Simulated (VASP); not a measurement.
# SrTiO3 (I4/mcm) in VASP: notebook, part 2 of 3

VASP 6.6.1.

### Step 3. Single point, PBEsol

The input, INCAR:

```
ALGO = Normal
EDIFF = 1E-6
ENCUT = 520
GGA = PS
ISIF = 2
ISMEAR = 0
LASPH = True
LCHARG = False
LREAL = False
LWAVE = False
NBANDS = 51
NELM = 80
PREC = Accurate
SIGMA = 0.02
```

The input, KPOINTS:

```
k-points
0
Gamma
  8 8 8
```

The input, POSCAR:

```
SrTiO3
1.0
   -2.7435446935      2.7435446935      3.9043132976
    2.7435446935     -2.7435446935      3.9043132976
    2.7435446935      2.7435446935     -3.9043132976
Sr Ti O
2 2 6
Direct
    0.7500000000      0.2500000000      0.5000000000
    0.2500000000      0.7500000000      0.5000000000
    0.0000000000      0.0000000000      0.0000000000
    0.5000000000      0.5000000000      0.0000000000
    0.2500000000      0.2500000000      0.0000000000
    0.7500000000      0.7500000000      0.0000000000
    0.7253545269      0.2253545269      0.9507090538
    0.2253545269      0.2746454731      0.5000000000
    0.2746454731      0.7746454731      0.0492909461
    0.7746454731      0.7253545269      0.5000000000
```

Potentials or basis: VASP PAW PBE potentials, release 64 (Sr_sv, Ti_sv, O).

Launch:

```bash
$ cat potpaw_PBE.64/Sr_sv/POTCAR potpaw_PBE.64/Ti_sv/POTCAR potpaw_PBE.64/O/POTCAR > POTCAR
$ mpirun -np 1 vasp_std > vasp.out
```

OUTCAR:

```text
EDIFF = 1E-6
   ENCUT = 520
   GGA = PS
   ISIF = 2
   ISMEAR = 0
   LASPH = True
   LREAL = False
   NELM = 80
   PREC = Accurate

 ion  position               nearest neighbor table
   1  0.750  0.250  0.500-   9 2.62   8 2.62   7 2.62  10 2.62   5 2.74   6 2.74   6 2.74   5 2.74
                             9 2.89   7 2.89   8 2.89  10 2.89   4 3.37   3 3.37   3 3.37   4 3.37
   2  0.250  0.750  0.500-   7 2.62   8 2.62  10 2.62   9 2.62   5 2.74   6 2.74   5 2.74   6 2.74
                             9 2.89   8 2.89  10 2.89   7 2.89   3 3.37   4 3.37   4 3.37   3 3.37
   3  0.000  0.000  0.000-   9 1.95   8 1.95   7 1.95  10 1.95   5 1.95   6 1.95   1 3.37   2 3.37
                             1 3.37   2 3.37   2 3.37   2 3.37   1 3.37   1 3.37
   4  0.500  0.500  0.000-   9 1.95   7 1.95  10 1.95   8 1.95   5 1.95   6 1.95   2 3.37   1 3.37
                             2 3.37   1 3.37   2 3.37   2 3.37   1 3.37   1 3.37
   5  0.250  0.250  0.000-   3 1.95   4 1.95   1 2.74   2 2.74   2 2.74   1 2.74
   6  0.750  0.750  0.000-   3 1.95   4 1.95   1 2.74   2 2.74   1 2.74   2 2.74
   7  0.725  0.225  0.951-   3 1.95   4 1.95   2 2.62   1 2.62   2 2.89   1 2.89
   8  0.225  0.275  0.500-   4 1.95   3 1.95   1 2.62   2 2.62   1 2.89   2 2.89
   9  0.275  0.775  0.049-   3 1.95   4 1.95   1 2.62   2 2.62   2 2.89   1 2.89
  10  0.775  0.725  0.500-   3 1.95   4 1.95   1 2.62   2 2.62   1 2.89   2 2.89

  LATTYP: Found a body centered tetragonal cell.
 ALAT       =     5.4870893870
 C/A-ratio  =     1.4230908309

  Lattice vectors:

 A1 = (  -2.7435446935,   2.7435446935,   3.9043132976)
 A2 = (   2.7435446935,  -2.7435446935,   3.9043132976)
 A3 = (   2.7435446935,   2.7435446935,  -3.9043132976)

Analysis of symmetry for initial positions (statically):
=====================================================================
 Subroutine PRICEL returns:
 Original cell was already a primitive cell.

 Routine SETGRP: Setting up the symmetry group for a
 body centered tetragonal supercell.

 Subroutine GETGRP returns: Found 16 space group operations
 (whereof  8 operations were pure point group operations)
 out of a pool of 16 trial point group operations.

[... 163 lines left out ...]
 non-spin polarized calculation
 Gauss-broadening in eV      SIGMA  =   0.02
  energy-cutoff  :      520.00
  volume of cell :      117.55
 maximum number of plane-waves:      3190
 NGX is ok and might be reduce to    42
   NGX = 21   NGY = 21   NGZ = 21

 number of electron      79.9999998 magnetization

 Free energy of the ion-electron system (eV)
  ---------------------------------------------------
  ext. energy  EPLUGINS =         0.00000000
  ---------------------------------------------------
  free energy    TOTEN  =       -84.04250816 eV

  energy without entropy =      -84.04250816  energy(sigma->0) =      -84.04250816

 E-fermi :   4.1011     XC(G=0): -11.6103

 val. band max:        4.0112279527   @ k =  -0.1250   0.1250   0.0000
 cond. band min:       5.9492974037   @ k =   0.0000   0.0000   0.0000
 fundamental gap:      1.9380694510
 Fermi energy:         4.1010556835

 k-point     1 :       0.0000    0.0000    0.0000
  band No.  band energies     occupation
      1     -52.0851      2.00000
      2     -52.0800      2.00000
      3     -28.5193      2.00000
      4     -28.5184      2.00000
      5     -28.5184      2.00000
      6     -28.4521      2.00000
[... 1285 lines left out ...]
     50      11.2645      0.00000
     51      11.7221      0.00000

 [... further k-points ...]

------------------------ aborting loop because EDIFF is reached ----------------------------------------

  FORCE on cell =-STRESS in cart. coord.  units (eV):
  Direction    XX          YY          ZZ          XY          YZ          ZX
  --------------------------------------------------------------------------------------
  -------------------------------------------------------------------------------------
  Total        0.5201638      0.5201638      0.5411299      0.0000000     -0.0000000      0.0000000
  in kB        7.0896047      7.0896047      7.3753631      0.0000000     -0.0000000      0.0000000
  external PRESSURE =       7.1848575 kB  Pullay stress =       0.0000000 kB

 VOLUME and BASIS-vectors are now :
 -----------------------------------------------------------------------------
  energy-cutoff  :      520.00
  volume of cell :      117.55
      direct lattice vectors                 reciprocal lattice vectors
    -2.743544694  2.743544694  3.904313298     0.000000000  0.182245983  0.128063493
     2.743544694 -2.743544694  3.904313298     0.182245983  0.000000000  0.128063493
     2.743544694  2.743544694 -3.904313298     0.182245983  0.182245983  0.000000000

 POSITION                                       TOTAL-FORCE (eV/Angst)
 -----------------------------------------------------------------------------------
      0.00000      2.74354      1.95216        -0.000000      0.000000     -0.000000
      2.74354      0.00000      1.95216        -0.000000     -0.000000     -0.000000
      0.00000      0.00000      0.00000        -0.000000      0.000000     -0.000000
      0.00000      0.00000      3.90431        -0.000000      0.000000     -0.000000
      0.00000      0.00000      1.95216        -0.000000      0.000000     -0.000000
      0.00000      0.00000      5.85647        -0.000000      0.000000     -0.000000
      1.23654      3.98009      0.00000         0.004419      0.004419     -0.000000
      1.50700      1.23654      0.00000        -0.004419      0.004419      0.000000
      1.50700     -1.23654      3.90431        -0.004419     -0.004419      0.000000
      1.23654      1.50700      3.90431         0.004419     -0.004419     -0.000000
 -----------------------------------------------------------------------------------
    total drift:                                0.000000      0.000000     -0.000001

  FREE ENERGIE OF THE ION-ELECTRON SYSTEM (eV)
  ---------------------------------------------------
  free  energy   TOTEN  =       -84.0425081594 eV

  energy  without entropy=      -84.0425081594  energy(sigma->0) =      -84.04250816
```

stdout:

```text
POSCAR found type information on POSCAR SrTiO
 POSCAR found :  3 types and      10 ions
 scaLAPACK will be used
 -----------------------------------------------------------------------------
|                                                                             |
|                                                                             |
|     You enforced a specific xc type in the INCAR file but a different       |
|     I HOPE YOU KNOW WHAT YOU ARE DOING!                                     |
|                                                                             |
 -----------------------------------------------------------------------------

 LDA part: xc-table for (Slater+PW92), standard interpolation
 POSCAR, INCAR and KPOINTS ok, starting setup
 FFT: planning ... GRIDC
 FFT: planning ... GRID_SOFT
 FFT: planning ... GRID
 WAVECAR not read
 entering main loop
```

Run time: 5.9 min. Hardware: 1 thread of Intel Xeon Platinum 8488C (Sapphire Rapids), shared host; peak memory 0.45 GiB.

What came out:

| Property | Result |
| --- | --- |
| Free energy | -84.0425 eV |
| Pressure | 0.7 GPa |
| Largest force | 0.006 eV/Å |
| Band gap on the k mesh | 1.94 eV (least direct gap 1.95 eV) |

Forces on the atoms (eV/Å):
```
Sr   0.000  0.000  0.000
Sr   0.000  0.000  0.000
Ti   0.000  0.000  0.000
Ti   0.000  0.000  0.000
O    0.000  0.000  0.000
O    0.000  0.000  0.000
O    0.004  0.004  0.000
O   -0.004  0.004  0.000
O   -0.004 -0.004  0.000
O    0.004 -0.004  0.000
```

Caveat: the PAW data sets were made with another functional, which shifts forces and pressure a little.

### Step 4. Single point, PBEsol (11.05 Å³/atom)

This run uses another cell than the first one, of 11.05 Å³/atom.

The input, INCAR:

```
SYSTEM = SrTiO3
ALGO = Normal ; EDIFF = 1E-6
ENCUT = 520 ; GGA = PS
ISIF = 2 ; ISMEAR = 0
LASPH = .True. ; LCHARG = .False.
LREAL = .False. ; LWAVE = .False.
NBANDS = 51 ; NELM = 80
PREC = Accurate ; SIGMA = 0.02
```

The input, KPOINTS:

```
k-points
0
Gamma
  8 8 8
  0 0 0
```

The input, POSCAR:

```
SrTiO3
1.0
   -2.6824568510      2.6824568510      3.8391148342
    2.6824568510     -2.6824568510      3.8391148342
    2.6824568510      2.6824568510     -3.8391148342
Sr Ti O
2 2 6
Direct
    0.7500000000      0.2500000000      0.5000000000
    0.2500000000      0.7500000000      0.5000000000
    0.0000000000      0.0000000000      0.0000000000
    0.5000000000      0.5000000000      0.0000000000
    0.2500000000      0.2500000000      0.0000000000
    0.7500000000      0.7500000000      0.0000000000
    0.7177667962      0.2177667962      0.9355335923
    0.2177667962      0.2822332038      0.5000000000
    0.2822332038      0.7822332038      0.0644664077
    0.7822332038      0.7177667962      0.5000000000
```

Potentials or basis: VASP PAW PBE potentials, release 64 (Sr_sv, Ti_sv, O).

Launch:

```bash
$ cat potpaw_PBE.64/Sr_sv/POTCAR potpaw_PBE.64/Ti_sv/POTCAR potpaw_PBE.64/O/POTCAR > POTCAR
$ mpirun -np 1 vasp_std > vasp.out
```

OUTCAR:

```text
SYSTEM = SrTiO3
   EDIFF = 1E-6
   ENCUT = 520
   GGA = PS
   ISIF = 2
   ISMEAR = 0
   LASPH = .True.
   LREAL = .False.
   NELM = 80
   PREC = Accurate

 ion  position               nearest neighbor table
   1  0.750  0.250  0.500-   7 2.53   8 2.53  10 2.53   9 2.53   5 2.68   6 2.68   6 2.68   5 2.68
                             8 2.88  10 2.88   9 2.88   7 2.88   4 3.30   3 3.30   4 3.30   3 3.30
   2  0.250  0.750  0.500-   9 2.53   8 2.53  10 2.53   7 2.53   5 2.68   6 2.68   5 2.68   6 2.68
                            10 2.88   8 2.88   7 2.88   9 2.88   4 3.30   3 3.30   4 3.30   3 3.30
[... 1526 lines left out ...]
  external PRESSURE =     137.0706479 kB  Pullay stress =       0.0000000 kB

 VOLUME and BASIS-vectors are now :
 -----------------------------------------------------------------------------
  energy-cutoff  :      520.00
  volume of cell :      110.50
      direct lattice vectors                 reciprocal lattice vectors
    -2.682456851  2.682456851  3.839114834     0.000000000  0.186396288  0.130238355
     2.682456851 -2.682456851  3.839114834     0.186396288  0.000000000  0.130238355
     2.682456851  2.682456851 -3.839114834     0.186396288  0.186396288  0.000000000

 POSITION                                       TOTAL-FORCE (eV/Angst)
 -----------------------------------------------------------------------------------
     -0.00000      2.68246      1.91956         0.000000      0.000000      0.000000
      2.68246     -0.00000      1.91956         0.000000      0.000000      0.000000
      0.00000      0.00000      0.00000         0.000000      0.000000      0.000000
      0.00000      0.00000      3.83911         0.000000      0.000000      0.000000
      0.00000      0.00000      1.91956         0.000000      0.000000      0.000000
      0.00000      0.00000      5.75867         0.000000      0.000000      0.000000
      1.16830      3.85076      0.00000         0.009956      0.009956      0.000000
      1.51416      1.16830      0.00000        -0.009956      0.009956     -0.000000
      1.51416     -1.16830      3.83911        -0.009956     -0.009956     -0.000000
      1.16830      1.51416      3.83911         0.009956     -0.009956      0.000000
 -----------------------------------------------------------------------------------
    total drift:                               -0.000000     -0.000000      0.000000

  FREE ENERGIE OF THE ION-ELECTRON SYSTEM (eV)
  ---------------------------------------------------
  free  energy   TOTEN  =       -83.7276749600 eV

  energy  without entropy=      -83.7276749600  energy(sigma->0) =      -83.72767496
```

It took 16 min on 1 thread of Intel Xeon 8259CL, shared host; peak memory 0.43 GiB.

What came out:

| Property | Result |
| --- | --- |
| Free energy | -83.7277 eV |
| Pressure | 13.7 GPa |
| Largest force | 0.014 eV/Å |
| Band gap on the k mesh | 2.13 eV (least direct gap 2.14 eV) |

Forces on the atoms (eV/Å):
```
Sr   0.000  0.000  0.000
Sr   0.000  0.000  0.000
Ti   0.000  0.000  0.000
Ti   0.000  0.000  0.000
O    0.000  0.000  0.000
O    0.000  0.000  0.000
O    0.010  0.010  0.000
O   -0.010  0.010  0.000
O   -0.010 -0.010  0.000
O    0.010 -0.010  0.000
```

Stress tensor (GPa, compression positive):
```
13.67  0.00  0.00
 0.00 13.67  0.00
 0.00  0.00 13.79
```

Caveat: the cell stands under pressure; the PAW data sets were made with another functional, which shifts forces and pressure a little. A k mesh can miss the band edges.

### Step 5. Single point, PBEsol (11.40 Å³/atom)

This run uses another cell than the first one, of 11.40 Å³/atom.

The input, INCAR:

```
PREC = Accurate ; ENCUT = 520
EDIFF = 1E-6 ; ISMEAR = 0
SIGMA = 0.02 ; LREAL = F
LASPH = T ; NELM = 100
ALGO = Normal ; ISIF = 2
LWAVE = F ; LCHARG = F
GGA = PS ; NBANDS = 51
```

The input, KPOINTS:

```
regular mesh
0
Gamma
  8 8 8
```

The input, POSCAR:

```
SrTiO3
1.0
   -2.7135289705      2.7135289705      3.8714312186
    2.7135289705     -2.7135289705      3.8714312186
    2.7135289705      2.7135289705     -3.8714312186
Sr Ti O
2 2 6
Direct
    0.7500000000      0.2500000000      0.5000000000
    0.2500000000      0.7500000000      0.5000000000
    0.0000000000      0.0000000000      0.0000000000
    0.5000000000      0.5000000000      0.0000000000
    0.2500000000      0.2500000000      0.0000000000
    0.7500000000      0.7500000000      0.0000000000
    0.7215197546      0.2215197546      0.9430395092
    0.2215197546      0.2784802454      0.5000000000
    0.2784802454      0.7784802454      0.0569604908
    0.7784802454      0.7215197546      0.5000000000
```

Launch:

```bash
$ cat potpaw_PBE.64/Sr_sv/POTCAR potpaw_PBE.64/Ti_sv/POTCAR potpaw_PBE.64/O/POTCAR > POTCAR
$ mpirun -np 1 vasp_std > vasp.out
```

Run time: 17 min. Hardware: 1 thread of Intel Xeon 8259CL, shared host; peak memory 0.45 GiB.

The run converged. Its results:

| Property | Result |
| --- | --- |
| Free energy | -83.9568 eV |
| Pressure | 6.7 GPa |
| Largest force | 0.010 eV/Å |
| Band gap on the k mesh | 2.03 eV (least direct gap 2.05 eV) |

Forces in eV/Å, atoms in the order of the input:
```
Sr   0.000  0.000  0.000
Sr   0.000  0.000  0.000
Ti   0.000  0.000  0.000
Ti   0.000  0.000  0.000
O    0.000  0.000  0.000
O    0.000  0.000  0.000
O    0.007  0.007  0.000
O   -0.007  0.007  0.000
O   -0.007 -0.007  0.000
O    0.007 -0.007  0.000
```

Stress tensor (GPa, compression positive):
```
6.67 0.00 0.00
0.00 6.67 0.00
0.00 0.00 6.75
```

Levels at points of the mesh, in eV from the valence-band top:
| k point | band 36 | band 37 | band 38 | band 39 | band 40 | band 41 | band 42 | band 43 | band 44 | band 45 |
| --- | --- | --- | --- | --- | --- | --- | --- | --- | --- | --- |
| (0.00, 0.00, 0.00) | -0.24 | -0.24 | -0.21 | -0.02 | -0.02 | 2.03 | 2.03 | 2.06 | 4.34 | 4.72 |
| (0.50, 0.00, 0.00) | -0.99 | -0.73 | -0.73 | -0.59 | -0.59 | 3.58 | 3.58 | 3.61 | 3.61 | 3.67 |
| (0.50, 0.50, 0.00) | -1.51 | -1.38 | -0.64 | -0.63 | -0.04 | 2.17 | 3.96 | 3.98 | 4.00 | 4.04 |
| (0.50, 0.50, 0.50) | -1.46 | -1.46 | -0.56 | -0.56 | -0.06 | 2.22 | 3.90 | 3.90 | 4.17 | 4.17 |

Caveat: the cell stands under pressure; the PAW data sets were made with another functional, which shifts forces and pressure a little. A k mesh can miss the band edges.

(Part 2 of 3 ends here.)
